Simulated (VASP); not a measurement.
Runs of VASP 6.6.1 on SnS2 (Berndtite-2T). The structure is that of space group P-3m1 (No. 164), or close to it. The cells are those of the table. 

```tsv
task	level	cell	gap on the mesh (eV)	pressure (GPa)	relaxed volume (Å³/atom)
relaxation of cell and atoms	PBE+D3(BJ)	relaxed from a = 3.639, b = 3.639, c = 5.868 Å, angles 90.0, 90.0, 120.0°, 3 atoms	1.33	0.0	22.52
single point	PBEsol	a = 3.653, b = 3.653, c = 6.054 Å, angles 90.0, 90.0, 120.0°, 3 atoms	1.49	-0.1	-
relaxation of cell and atoms	PBEsol	relaxed from a = 3.639, b = 3.639, c = 5.868 Å, angles 90.0, 90.0, 120.0°, 3 atoms	1.49	0.0	(a)
single point	PBE+D3(BJ)	a = 3.670, b = 3.670, c = 5.804 Å, angles 90.0, 90.0, 120.0°, 3 atoms	1.33	-0.1	-
relaxation of cell and atoms	PBE+D4	relaxed from a = 3.639, b = 3.639, c = 5.868 Å, angles 90.0, 90.0, 120.0°, 3 atoms	1.32	0.0	22.49
single point	PBE+D4	a = 3.670, b = 3.670, c = 5.800 Å, angles 90.0, 90.0, 120.0°, 3 atoms	1.33	-0.1	-
```

Alike in all rows: potentials or basis VASP PAW PBE potentials, release 64 (Sn_d, S); no spin polarisation; k mesh 6 × 6 × 4; cutoff (eV) 500; smearing gaussian 0.02 eV.

Task: Estimate the missing entries.

Result: (a) 23.22.

Caveats: spin-orbit coupling is left out, which moves the levels of the heavy elements; the PAW data sets were made with another functional, which shifts forces and pressure a little (some runs); this functional lacks dispersion, which binds the layers, so the pressure and a relaxed spacing across them are unreliable (some runs).

A k mesh can miss the band edges, and the runs leave out spin-orbit coupling on Sn.
